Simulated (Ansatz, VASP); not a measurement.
## Ta: VASP beside Ansatz

INCAR

```
ALGO = Fast
EDIFF = 1E-7
ENCUT = 520
GGA = PS
ISIF = 2
ISMEAR = 0
LASPH = T
LCHARG = F
LREAL = F
LWAVE = F
NBANDS = 12
NELM = 80
PREC = Accurate
SIGMA = 0.15
```

KPOINTS

```
k-points
0
Gamma
  22 22 22
```

Contents of POSCAR:

```
Ta
1.0
   -1.5539139738      1.5539139738      1.8646967685
    1.5539139738     -1.5539139738      1.8646967685
    1.5539139738      1.5539139738     -1.8646967685
Ta
1
Direct
    0.0000000000      0.0000000000      0.0000000000
```

Input for Ansatz:

```yaml
crystal:
  lattice:
    - [-1.5539139738, 1.5539139738, 1.8646967685]
    - [1.5539139738, -1.5539139738, 1.8646967685]
    - [1.5539139738, 1.5539139738, -1.8646967685]
  atoms:
    - { symbol: Ta, position: [0.0, 0.0, 0.0] }
basis:
  ecutwfc: 420
kpoints:
  mp_grid: { grid: [22, 22, 22] }
hamiltonian:
  xc: pbesol
scf:
  occupations: { method: gaussian, width: 0.15 }
output:
  forces: true
  stress: true
  eigenvalues: true
```

Alike in both runs: task single point; functional PBEsol; k mesh 22 × 22 × 22; occupations gaussian, width 0.15 eV; no spin polarisation.

|  | VASP | Ansatz |
| --- | --- | --- |
| version | VASP 6.6.1 | Ansatz 0.2.0 |
| potentials or method | VASP PAW PBE potentials, release 64 (Ta_pv), cutoff 520 eV | scalar-relativistic, plane waves, PAW |
| valence electrons in the cell | 11 | 13 |

|  | VASP | Ansatz | Ansatz less VASP |
| --- | --- | --- | --- |
| gap on the k mesh at the Fermi level (eV) | none | none | - |
| pressure (GPa) | -1.1 | -1.2 | -0.07 |
| traceless stress, the component that is largest in VASP (GPa) | -10.52 | -10.54 | -0.015 |

VASP's potentials were made for PBE, not for PBEsol. A gap of «none» marks a metal or a gap that the smearing closes. VASP's potentials hold 11 valence electrons a cell and Ansatz's 13, so a difference there can come from the potentials and not from the codes.

Neither program's run includes spin-orbit coupling.
